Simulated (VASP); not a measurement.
# InAs (Fm-3m) in VASP: further runs

The runs below take InAs through single point, with r2SCAN.

All numbers are computed with VASP 6.6.1; they aren't measurements. Logs are shortened: lines on timing, memory, paths and dates and some standing lists are left out, and cuts for length are marked.

### Step 1. The cell of the first run

The structure is cubic, space group Fm-3m (No. 225). Conventional cell: a = 5.755 Å, b = 5.755 Å, c = 5.755 Å, α = 90.00°, β = 90.00°, γ = 90.00°. Within 3.8 Å of In (site symmetry m-3m) lie 6 As at 2.88 Å. Within 3.8 Å of As (site symmetry m-3m) lie 6 In at 2.88 Å.

### Step 2. Single point, r2SCAN

POSCAR reads:

```
InAs
1.0
    0.0000000000      2.8773040000      2.8773040000
    2.8773040000      0.0000000000      2.8773040000
    2.8773040000      2.8773040000      0.0000000000
In As
1 1
Direct
    0.5000000000      0.5000000000      0.5000000000
    0.0000000000      0.0000000000      0.0000000000
```

INCAR.step1 reads:

```
PREC = Accurate
ENCUT = 520
ISMEAR = 0
SIGMA = 0.1
LREAL = F
LASPH = T
NELM = 100
NBANDS = 16
GGA = PE
ALGO = Normal
EDIFF = 1E-4
LWAVE = T
LCHARG = F
```

INCAR.step2 reads:

```
PREC = Accurate
ENCUT = 520
EDIFF = 1E-6
ISMEAR = 0
SIGMA = 0.1
LREAL = F
LASPH = T
NELM = 100
ALGO = Normal
ISIF = 2
LWAVE = F
LCHARG = T
METAGGA = R2SCAN
LMIXTAU = T
LELF = T
LVHAR = T
NBANDS = 16
ISTART = 1
```

KPOINTS reads:

```
regular mesh
0
Gamma
  6 6 6
```

Potentials or basis: VASP PAW PBE potentials, release 64 (In_d, As).

On the command line:

```bash
$ cat potpaw_PBE.64/In_d/POTCAR potpaw_PBE.64/As/POTCAR > POTCAR
$ cp INCAR.step1 INCAR
$ mpirun -np 1 vasp_std > vasp.out
$ cp INCAR.step2 INCAR
$ mpirun -np 1 vasp_std > vasp.out
```

OUTCAR:

```text
PREC = Accurate
   ENCUT = 520
   EDIFF = 1E-6
   ISMEAR = 0
   LREAL = F
   LASPH = T
   NELM = 100
   ISIF = 2
   METAGGA = R2SCAN
   ISTART = 1

 ion  position               nearest neighbor table
   1  0.500  0.500  0.500-   2 2.88   2 2.88   2 2.88   2 2.88   2 2.88   2 2.88
   2  0.000  0.000  0.000-   1 2.88   1 2.88   1 2.88   1 2.88   1 2.88   1 2.88

  LATTYP: Found a face centered cubic cell.
 ALAT       =     5.7546080000

  Lattice vectors:

 A1 = (   0.0000000000,   2.8773040000,   2.8773040000)
 A2 = (   2.8773040000,   0.0000000000,   2.8773040000)
 A3 = (   2.8773040000,   2.8773040000,   0.0000000000)

Analysis of symmetry for initial positions (statically):
=====================================================================
 Subroutine PRICEL returns:
 Original cell was already a primitive cell.

 Routine SETGRP: Setting up the symmetry group for a
 face centered cubic supercell.

 Subroutine GETGRP returns: Found 48 space group operations
 (whereof 48 operations were pure point group operations)
 out of a pool of 48 trial point group operations.

The static configuration has the point symmetry O_h .

Analysis of symmetry for dynamics (positions and initial velocities):
=====================================================================
 Subroutine PRICEL returns:
 Original cell was already a primitive cell.

 Routine SETGRP: Setting up the symmetry group for a
 face centered cubic supercell.

 Subroutine GETGRP returns: Found 48 space group operations
 (whereof 48 operations were pure point group operations)
 out of a pool of 48 trial point group operations.

The dynamic configuration has the point symmetry O_h .

 Subroutine INISYM returns: Found 48 space group operations
 (whereof 48 operations are pure point group operations),
 and found     1 'primitive' translations

----------------------------------------------------------------------------------------

                                     Primitive cell

  volume of cell :      47.6417

  direct lattice vectors                    reciprocal lattice vectors
     0.000000000  2.877304000  2.877304000    -0.173773783  0.173773783  0.173773783
     2.877304000  0.000000000  2.877304000     0.173773783 -0.173773783  0.173773783
     2.877304000  2.877304000  0.000000000     0.173773783  0.173773783 -0.173773783

  length of vectors
     4.069122340  4.069122340  4.069122340     0.300985021  0.300985021  0.300985021

  position of ions in fractional coordinates (direct lattice)
     0.500000000  0.500000000  0.500000000
     0.000000000  0.000000000  0.000000000

  ion indices of the primitive-cell ions
   primitive index   ion index
                 1           1
                 2           2

----------------------------------------------------------------------------------------

 KPOINTS: regular mesh

Automatic generation of k-mesh.
 Grid dimensions read from file:
 generate k-points for:    6    6    6

 Generating k-lattice:

  Cartesian coordinates                     Fractional coordinates (reciprocal lattice)
    -0.028962297  0.028962297  0.028962297     0.166666667  0.000000000  0.000000000
     0.028962297 -0.028962297  0.028962297     0.000000000  0.166666667  0.000000000
     0.028962297  0.028962297 -0.028962297     0.000000000  0.000000000  0.166666667

  Length of vectors
     0.050164170  0.050164170  0.050164170

  Shift w.r.t. Gamma in fractional coordinates (k-lattice)
     0.000000000  0.000000000  0.000000000

 Subroutine IBZKPT returns following result:
 ===========================================

 Found     16 irreducible k-points:

 Following reciprocal coordinates:
            Coordinates               Weight
  0.000000  0.000000  0.000000      1.000000
  0.166667  0.000000  0.000000      8.000000
  0.333333  0.000000  0.000000      8.000000
  0.500000  0.000000  0.000000      4.000000
  0.166667  0.166667  0.000000      6.000000
  0.333333  0.166667  0.000000     24.000000
[... 8 lines left out ...]
 -0.333333  0.333333  0.166667     24.000000
 -0.333333  0.500000  0.166667     12.000000
   k-points           NKPTS =     16   k-points in BZ     NKDIM =     16   number of bands    NBANDS=     16
   number of dos      NEDOS =    301   number of ions     NIONS =      2
   total plane-waves  NPLWV =  27000
   dimension x,y,z NGX =    30 NGY =   30 NGZ =   30
   dimension x,y,z NGXF=    60 NGYF=   60 NGZF=   60
   ions per type =               1   1
   NGX,Y,Z   is equivalent  to a cutoff of  12.26, 12.26, 12.26 a.u.
   NGXF,Y,Z  is equivalent  to a cutoff of  24.51, 24.51, 24.51 a.u.
 SYSTEM =  unknown system
   PREC   = accura    normal or accurate (medium, high low for compatibility)
   ISTART =      1    job   : 0-new  1-cont  2-samecut
   ICHARG =      0    charge: 1-file 2-atom 10-const
   ISPIN  =      1    spin polarized calculation?
   LNONCOLLINEAR =      F non collinear calculations
   LSORBIT =      F    spin-orbit coupling
   LASPH  =      T    aspherical Exc in radial PAW
   ENCUT  =  520.0 eV  38.22 Ry    6.18 a.u.   7.57  7.57  7.57*2*pi/ulx,y,z
   NELM   =    100;   NELMIN=  2; NELMDL=  0     # of ELM steps
   EDIFF  = 0.1E-05   stopping-criterion for ELM
   LREAL  =      F    real-space projection
   EDIFFG = 0.1E-04   stopping-criterion for IOM
   NSW    =      0    number of steps for IOM
   IBRION =     -1    ionic relax: 0-MD 1-quasi-New 2-CG
   NFREE  =      0    steps in history (QN), initial steepest desc. (CG)
   ISIF   =      2    stress and relaxation
   ISYM   =      2    0-nonsym 1-usesym 2-fastsym
   POTIM  = 0.5000    time-step for ionic-motion
   TEBEG  =    0.0;   TEEND  =   0.0 temperature during run
   PSTRESS=    0.0 pullay stress
   NELECT =      18.0000    total number of electrons
   NUPDOWN=      -1.0000    fix difference up-down
   EMIN   =  10.00;   EMAX   =-10.00  energy-range for DOS
   EFERMI =   0.00;   METHOD = LEGACY
   ISMEAR =     0;   SIGMA  =   0.10  broadening in eV -4-tet -1-fermi 0-gaus
   EFERMI_NEDOS =   21; number of points for ismear=-14 and -15
   IALGO  =     38    algorithm
   IMIX   =      4    mixing-type and parameters
     AMIX     =   0.40;   BMIX     =  1.00
     AMIX_MAG =   1.60;   BMIX_MAG =  1.00
  volume/ion in A,a.u.               =      23.82       160.75
  Fermi-wavevector in a.u.,A,eV,Ry     =   1.183505  2.236499 19.057448  1.400683
  Thomas-Fermi vector in A             =   2.319738
   LORBIT       =      0    0 simple, 1 ext, 2 COOP (PROOUT), +10 PAW based schemes
   METAGGA = R2SCAN    functional components
   LHFCALC =     F    Hartree Fock is set to
   AEXX    =    0.0000 exact exchange contribution
   IVDW    =     0    specifies the selected vdW correction
   LEPSILON=     F    determine dielectric tensor
   LRPA    =     F    only Hartree local field effects (RPA)
 non-spin polarized calculation
 Gauss-broadening in eV      SIGMA  =   0.10
  energy-cutoff  :      520.00
  volume of cell :       47.64
 maximum number of plane-waves:      1303
   NGX = 15   NGY = 15   NGZ = 15

 number of electron      18.0000002 magnetization

 Free energy of the ion-electron system (eV)
  ---------------------------------------------------
  ext. energy  EPLUGINS =         0.00000000
  ---------------------------------------------------
  free energy    TOTEN  =       -37.59097472 eV

  energy without entropy =      -37.58126390  energy(sigma->0) =      -37.58611931

 E-fermi :   5.7393     XC(G=0): -10.6716

 val. band max:        5.7344297048   @ k =   0.3333   0.0000   0.0000
 cond. band min:       5.8884945331   @ k =   0.5000   0.0000   0.0000
 fundamental gap:      0.1540648283
 Fermi energy:         5.7392690967

 k-point     1 :       0.0000    0.0000    0.0000
  band No.  band energies     occupation
      1      -9.0925      2.00000
      2      -9.0925      2.00000
      3      -9.0595      2.00000
      4      -9.0594      2.00000
      5      -9.0594      2.00000
      6      -6.8279      2.00000
[... 8 lines left out ...]
     15      13.7940      0.00000
     16      13.7940      0.00000

 k-point     2 :       0.1667    0.0000    0.0000
  band No.  band energies     occupation
      1      -9.1043      2.00000
      2      -9.1043      2.00000
      3      -9.0600      2.00000
      4      -9.0475      2.00000
      5      -9.0475      2.00000
      6      -6.5205      2.00000
[... 8 lines left out ...]
     15      14.2174      0.00000
     16      14.2174      0.00000

 k-point     3 :       0.3333    0.0000    0.0000
  band No.  band energies     occupation
      1      -9.1314      2.00000
      2      -9.1313      2.00000
      3      -9.0628      2.00000
      4      -9.0197      2.00000
      5      -9.0197      2.00000
      6      -5.7127      2.00000
[... 8 lines left out ...]
     15      16.0708      0.00000
     16      16.0708      0.00000

 k-point     4 :       0.5000    0.0000    0.0000
  band No.  band energies     occupation
      1      -9.1453      2.00000
      2      -9.1452      2.00000
      3      -9.0649      2.00000
      4      -9.0052      2.00000
      5      -9.0052      2.00000
      6      -5.1038      2.00000
[... 8 lines left out ...]
     15      18.1815      0.00000
     16      18.1815      0.00000
[... 172 lines left out ...]
 k-point    14 :       0.5000    0.3333    0.1667
  band No.  band energies     occupation
      1      -9.2456      2.00000
      2      -9.1028      2.00000
      3      -9.0639      2.00000
      4      -9.0161      2.00000
      5      -9.0024      2.00000
      6      -4.9478      2.00000
[... 8 lines left out ...]
     15      18.3026      0.00000
     16      18.4510      0.00000

 k-point    15 :      -0.3333    0.3333    0.1667
  band No.  band energies     occupation
      1      -9.2648      2.00000
      2      -9.1127      2.00000
      3      -9.0437      2.00000
      4      -9.0344      2.00000
      5      -8.9908      2.00000
      6      -4.4337      2.00000
[... 8 lines left out ...]
     15      16.1972      0.00000
     16      19.7758      0.00000

 k-point    16 :      -0.3333    0.5000    0.1667
  band No.  band energies     occupation
      1      -9.3254      2.00000
      2      -9.0892      2.00000
      3      -9.0690      2.00000
      4      -9.0117      2.00000
      5      -8.9803      2.00000
      6      -4.1661      2.00000
[... 8 lines left out ...]
     15      18.1310      0.00000
     16      20.6370      0.00000

------------------------ aborting loop because EDIFF is reached ----------------------------------------

  FORCE on cell =-STRESS in cart. coord.  units (eV):
  Direction    XX          YY          ZZ          XY          YZ          ZX
  --------------------------------------------------------------------------------------
  -------------------------------------------------------------------------------------
  Total       -0.6207915     -0.6207915     -0.6207915      0.0000000     -0.0000000     -0.0000000
  in kB      -20.8770489    -20.8770489    -20.8770489      0.0000000     -0.0000000     -0.0000000
  external PRESSURE =     -20.8770489 kB  Pullay stress =       0.0000000 kB

 VOLUME and BASIS-vectors are now :
 -----------------------------------------------------------------------------
  energy-cutoff  :      520.00
  volume of cell :       47.64
      direct lattice vectors                 reciprocal lattice vectors
     0.000000000  2.877304000  2.877304000    -0.173773783  0.173773783  0.173773783
     2.877304000  0.000000000  2.877304000     0.173773783 -0.173773783  0.173773783
     2.877304000  2.877304000  0.000000000     0.173773783  0.173773783 -0.173773783

 POSITION                                       TOTAL-FORCE (eV/Angst)
 -----------------------------------------------------------------------------------
      2.87730      2.87730      2.87730        -0.000000     -0.000000     -0.000000
      0.00000      0.00000      0.00000         0.000000      0.000000      0.000000
 -----------------------------------------------------------------------------------
    total drift:                                0.000000      0.000000      0.000000

  FREE ENERGIE OF THE ION-ELECTRON SYSTEM (eV)
  ---------------------------------------------------
  free  energy   TOTEN  =       -37.5909747248 eV

  energy  without entropy=      -37.5812638986  energy(sigma->0) =      -37.58611931
```

Run time: 43 s. Hardware: 1 thread of AMD EPYC 7R43 (Zen 3), shared host; peak memory 0.14 GiB.

What came out:

* Free energy: -37.5910 eV
* Pressure: -2.1 GPa
* Band gap on the k mesh: zero (band 9 reaches 6.08 eV, above the bottom of band 10 at 3.42 eV)

Caveat: the PAW data sets were made with another functional, which shifts forces and pressure a little; spin-orbit coupling is left out, which moves the levels of the heavy elements.

### Step 3. Single point, r2SCAN

This run uses another cell than the first one, of 24.42 Å³/atom, 1.025 times its volume.

POSCAR reads:

```
InAs
1.0
    0.0000000000      2.9010844503      2.9010844503
    2.9010844503      0.0000000000      2.9010844503
    2.9010844503      2.9010844503      0.0000000000
In As
1 1
Direct
    0.5000000000      0.5000000000      0.5000000000
    0.0000000000      0.0000000000      0.0000000000
```

INCAR.step1 reads:

```
ALGO     = Normal         # electronic algorithm
EDIFF    = 1E-4           # SCF threshold, eV
ENCUT    = 520            # plane-wave cutoff, eV
GGA      = PE             # functional
ISMEAR   = 0              # smearing method
LASPH    = True           # aspherical terms in the spheres
LCHARG   = False          # write CHGCAR
LREAL    = False          # projectors in reciprocal space
LWAVE    = True           # write WAVECAR
NBANDS   = 16             # bands
NELM     = 80             # most SCF steps
PREC     = Accurate       # precision mode
SIGMA    = 0.1            # smearing width, eV
```

INCAR.step2 reads:

```
ALGO     = Normal         # electronic algorithm
EDIFF    = 1E-7           # SCF threshold, eV
ENCUT    = 520            # plane-wave cutoff, eV
ISIF     = 2              # what is computed and relaxed
ISMEAR   = 0              # smearing method
ISTART   = 1            
LASPH    = True           # aspherical terms in the spheres
LCHARG   = False          # write CHGCAR
LMIXTAU  = True         
LREAL    = False          # projectors in reciprocal space
LWAVE    = False          # write WAVECAR
METAGGA  = R2SCAN         # meta-GGA
NBANDS   = 16             # bands
NELM     = 80             # most SCF steps
PREC     = Accurate       # precision mode
SIGMA    = 0.1            # smearing width, eV
```

KPOINTS reads:

```
k-points
0
Gamma
  6 6 6
```

Potentials or basis: VASP PAW PBE potentials, release 64 (In_d, As).

On the command line:

```bash
$ cat potpaw_PBE.64/In_d/POTCAR potpaw_PBE.64/As/POTCAR > POTCAR
$ cp INCAR.step1 INCAR
$ mpirun -np 1 vasp_std > vasp.out
$ cp INCAR.step2 INCAR
$ mpirun -np 1 vasp_std > vasp.out
```

Wall time 68 s (1 thread of AMD EPYC 7R43 (Zen 3), shared host); peak memory 0.15 GiB.

It converged, with:

- Free energy: -37.5704 eV
- Pressure: -3.5 GPa
- Band gap on the k mesh: zero (band 9 reaches 5.80 eV, above the bottom of band 10 at 3.23 eV)

Levels at points of the mesh, in eV from the Fermi level:
```
           k point  band 6  band 7  band 8  band 9  band 10  band 11  band 12  band 13
(0.00, 0.00, 0.00)  -12.40   -0.41   -0.24   -0.24    -0.24     7.63     7.63     7.63
(0.50, 0.00, 0.00)  -10.76   -6.53    0.14    0.14     2.56     3.57     3.57     4.67
(0.50, 0.50, 0.00)   -9.88   -4.68   -2.80   -2.25    -2.25     4.33     9.65     9.65
```

Caveat: the PAW data sets were made with another functional, which shifts forces and pressure a little; spin-orbit coupling is left out, which moves the levels of the heavy elements.

### Step 4. Single point, r2SCAN

This run uses another cell than the first one, of 25.01 Å³/atom, 1.050 times its volume.

POSCAR reads:

```
InAs
1.0
    0.0000000000      2.9244813030      2.9244813030
    2.9244813030      0.0000000000      2.9244813030
    2.9244813030      2.9244813030      0.0000000000
In As
1 1
Direct
    0.5000000000      0.5000000000      0.5000000000
    0.0000000000      0.0000000000      0.0000000000
```

INCAR.step1 reads:

```
PREC = Accurate
ENCUT = 520
ISMEAR = 0
SIGMA = 0.1
LREAL = F
LASPH = T
NELM = 100
NBANDS = 16
GGA = PE
ALGO = Normal
EDIFF = 1E-4
LWAVE = T
LCHARG = F
```

INCAR.step2 reads:

```
PREC = Accurate
ENCUT = 520
EDIFF = 1E-6
ISMEAR = 0
SIGMA = 0.1
LREAL = F
LASPH = T
NELM = 100
ALGO = Normal
ISIF = 2
LWAVE = F
LCHARG = F
METAGGA = R2SCAN
LMIXTAU = T
NBANDS = 16
ISTART = 1
```

KPOINTS reads:

```
regular mesh
0
Gamma
  6 6 6
```

On the command line:

```bash
$ cat potpaw_PBE.64/In_d/POTCAR potpaw_PBE.64/As/POTCAR > POTCAR
$ cp INCAR.step1 INCAR
$ mpirun -np 1 vasp_std > vasp.out
$ cp INCAR.step2 INCAR
$ mpirun -np 1 vasp_std > vasp.out
```

Wall time 43 s (1 thread of AMD EPYC 7R43 (Zen 3), shared host); peak memory 0.15 GiB.

Results (log left out):

```
Free energy            : -37.5399 eV
Pressure               : -4.8 GPa
Band gap on the k mesh : zero (band 9 reaches 5.54 eV, above the bottom of band 10 at 3.05 eV)
```

Levels at points of the mesh, in eV from the Fermi level:
```csv
k point,band 7,band 8,band 9,band 10,band 11,band 12
"(0.00, 0.00, 0.00)",-0.58,-0.23,-0.23,-0.23,7.60,7.60
"(0.50, 0.00, 0.00)",-6.41,0.13,0.13,2.53,3.55,3.55
"(0.50, 0.50, 0.00)",-4.54,-2.83,-2.18,-2.18,4.37,9.44
```

Caveat: the PAW data sets were made with another functional, which shifts forces and pressure a little; spin-orbit coupling is left out, which moves the levels of the heavy elements.

(Continued in part 2 of 2.)
